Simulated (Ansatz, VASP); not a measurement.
# Two plane-wave programs on GaN

INCAR

```
PREC = Accurate
ENCUT = 520
EDIFF = 1E-6
ISMEAR = 0
SIGMA = 0.05
LREAL = False
LASPH = True
NELM = 100
ALGO = Normal
ISIF = 2
LWAVE = False
LCHARG = True
GGA = PE
LELF = True
LVHAR = True
NBANDS = 26
```

KPOINTS

```
regular mesh
0
Gamma
  12 12 6
```

File POSCAR:

```
GaN
1.0
    3.4115346514      0.0000000000      0.0000000000
   -1.7057673257      2.7872412019      0.0000000000
    0.0000000000      0.0000000000      5.2430304702
Ga N
2 2
Direct
    0.3333333333      0.6666666667      0.9991316875
    0.6666666667      0.3333333333      0.4991316875
    0.3333333333      0.6666666667      0.3758683125
    0.6666666667      0.3333333333      0.8758683125
```

Input for Ansatz:

```yaml
crystal:
  lattice:
    - [3.4115346514, 0.0, 0.0]
    - [-1.7057673257, 2.7872412019, 0.0]
    - [0.0, 0.0, 5.2430304702]
  atoms:
    - { symbol: Ga, position: [0.3333333333, 0.6666666667, 0.9991316875] }
    - { symbol: Ga, position: [0.6666666667, 0.3333333333, 0.4991316875] }
    - { symbol: "N", position: [0.3333333333, 0.6666666667, 0.3758683125] }
    - { symbol: "N", position: [0.6666666667, 0.3333333333, 0.8758683125] }
basis:
  ecutwfc: 420
kpoints:
  mp_grid: { grid: [12, 12, 6] }
hamiltonian:
  xc: pbe
scf:
  occupations: { method: gaussian, width: 0.05 }
output:
  forces: true
  stress: true
  eigenvalues: true
```

Change from the starting cell: strain +0.0600 x Voigt [1, 0, 0, 0, 0, 0], atoms carried along.

Alike in both runs: task single point; functional PBE; k mesh 12 × 12 × 6; occupations gaussian, width 0.05 eV; no spin polarisation.

|  | VASP | Ansatz |
| --- | --- | --- |
| version | VASP 6.6.1 | Ansatz 0.2.0 |
| potentials or method | VASP PAW PBE potentials, release 64 (Ga_d, N), cutoff 520 eV | scalar-relativistic, plane waves, PAW |
| valence electrons in the cell | 36 | 36 |

VASP gave:

- gap on the k mesh at the Fermi level (eV): 1.26
- least direct gap on the mesh (eV): 1.26
- pressure (GPa): -8.1
- traceless stress, the component that is largest in VASP (GPa): -9.51
- rms of the force components (eV/Å): 0.204

**Question.** Which values does Ansatz return?

**Answer.** gap on the k mesh at the Fermi level (eV): 1.26; least direct gap on the mesh (eV): 1.26; pressure (GPa): -8.3; traceless stress, the component that is largest in VASP (GPa): -9.53; rms of the force components (eV/Å): 0.206.

Atom by atom the forces differ by 0.003 eV/Å (rms over components).
